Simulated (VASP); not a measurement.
**H4C2O3: single point with LDA**

The system is H4C2O3.

```xyz
27
Lattice="6.7729 0.0000 0.0000 0.0000 6.7729 0.0000 0.0000 0.0000 6.7729" Properties=species:S:1:pos:R:3 pbc="T T T"
O     1.9208    6.4119    6.4517
O     5.9800    0.4122    5.6606
O     4.1585    7.8499    1.6529
O     2.2549    1.9509    7.1173
O     4.0341    2.0354    5.7457
O     6.2041    5.9551    0.9027
O     7.0573    4.2226   -0.3334
O     3.2623    2.9053    2.9576
O     5.1684    3.7904    3.5655
C     2.7694    5.6489    6.1507
C     5.9981    1.6019    5.8913
C     3.9642    6.9784    2.4109
C     3.3671    2.5043    6.6538
C     6.5401    4.6887    0.7064
C     4.0007    3.6735    3.6811
H     3.8338    6.0123    6.0194
H     2.3642    4.5681    5.9850
H     6.0941    1.9217    6.9567
H     6.0934    2.4324    5.0797
H     4.0537    5.8961    2.1983
H     3.3026    7.2426    3.2508
H     2.0310    0.9774    6.6666
H     3.6543    3.5018    7.2570
H     6.2156    6.5543    0.0067
H     6.3495    4.0790    1.6012
H     3.8498    2.3487    2.3066
H     3.3858    4.0358    4.5320
```

```json
{"Program": "VASP 6.6.1", "Task": "single point", "Functional": "LDA", "Potentials or basis": "VASP PAW LDA potentials, release 64 (O_h, C_h, H_h)", "Cutoff": "1000 eV", "k mesh": "1 × 1 × 1", "Occupations": "fermi-dirac, width 0.02 eV", "Spin": "no spin polarisation", "Dipole correction": "no", "Further INCAR settings": "LREAL = Auto; ALGO = Normal; EDIFF = 1e-06; NBANDS = 64"}
```

The pressure is 2.2 GPa and the largest force is 3.945 eV/Å.

Forces on the atoms (eV/Å):
```
O   -2.081  1.715  0.794
O    0.259 -1.105 -1.068
O    2.424  1.646 -2.495
O    0.627  1.040 -1.252
O   -0.487  0.214  0.008
O    0.101 -1.391  0.539
O   -1.058  0.819  1.838
O   -0.832 -0.241 -0.971
O    2.915  0.913 -0.275
C    1.105 -2.309 -0.958
C    0.233  2.724 -0.520
C   -2.601 -2.335  1.830
C   -1.396  0.288  1.560
C    1.045  0.556 -2.056
C   -1.948 -0.857  1.171
H   -0.056 -0.487  0.025
H    0.749  0.866  0.080
H    0.044  0.363 -0.131
H    0.189 -1.144  0.989
H    0.822 -0.123 -0.260
H    0.262 -0.092  1.201
H    0.864  0.907  0.486
H   -0.282 -1.815 -0.891
H   -0.152 -0.630 -0.232
H   -0.172 -0.364  0.390
H   -0.604  0.112  0.284
H    0.033  0.729 -0.087
```

Stress tensor (GPa, compression positive):
```
 2.48 -1.76 -0.15
-1.76  1.83 -1.08
-0.15 -1.08  2.27
```

Levels at points of the mesh, in eV from the Fermi level:
```
           k point  band 43  band 44  band 45  band 46  band 47  band 48
(0.00, 0.00, 0.00)    -1.26    -0.87    -0.51     1.71     1.98     2.98
```

Wall time 41 s on 1 thread of AMD EPYC 9R45 96-Core Processor (Zen 5), on a shared host, peak memory 0.46 GiB.

Caveat: the k points lie up to 0.93 Å⁻¹ apart, too coarse for converged energies, forces and pressures; the atoms stand as in a frame of molecular dynamics.
